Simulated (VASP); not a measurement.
A run of VASP 6.6.1 is set up as follows.

The input POSCAR:

```
NaH
1.0
    2.9551000000      0.0000000000      0.0000000000
    0.0000000000      2.9551000000      0.0000000000
    0.0000000000      0.0000000000      2.9551000000
Na H
1 1
Direct
    0.0000000000      0.0000000000      0.0000000000
    0.5000000000      0.5000000000      0.5000000000
```

The input INCAR.step1:

```
PREC = Accurate
ENCUT = 520
ISMEAR = 0
SIGMA = 0.01
LREAL = F
LASPH = T
NELM = 80
NBANDS = 11
GGA = PE
ALGO = Normal
EDIFF = 1E-4
LWAVE = T
LCHARG = F
```

Contents of INCAR.step2:

```
PREC = Accurate
ENCUT = 520
EDIFF = 1E-6
ISMEAR = 0
SIGMA = 0.01
LREAL = F
LASPH = T
NELM = 80
ALGO = Normal
ISIF = 2
LWAVE = F
LCHARG = F
METAGGA = R2SCAN
LMIXTAU = T
NBANDS = 11
ISTART = 1
```

Contents of KPOINTS:

```
regular mesh
0
Gamma
  6 6 6
```

Potentials or basis: VASP PAW PBE potentials, release 64 (Na_pv, H).

Launch:

```console
$ cat potpaw_PBE.64/Na_pv/POTCAR potpaw_PBE.64/H/POTCAR > POTCAR
$ cp INCAR.step1 INCAR
$ mpirun -np 1 vasp_std > vasp.out
$ cp INCAR.step2 INCAR
$ mpirun -np 1 vasp_std > vasp.out
```

**Question.** Predict the pressure.

**Answer.** -0.9 GPa.

**Question.** Predict the band gap on the k mesh.

**Answer.** 1.60 eV, indirect (least direct gap 5.10 eV).

Caveat: the PAW data sets were made with another functional, which shifts forces and pressure a little. r2SCAN opens gaps a little over a GGA but as a rule still falls short of measured ones.
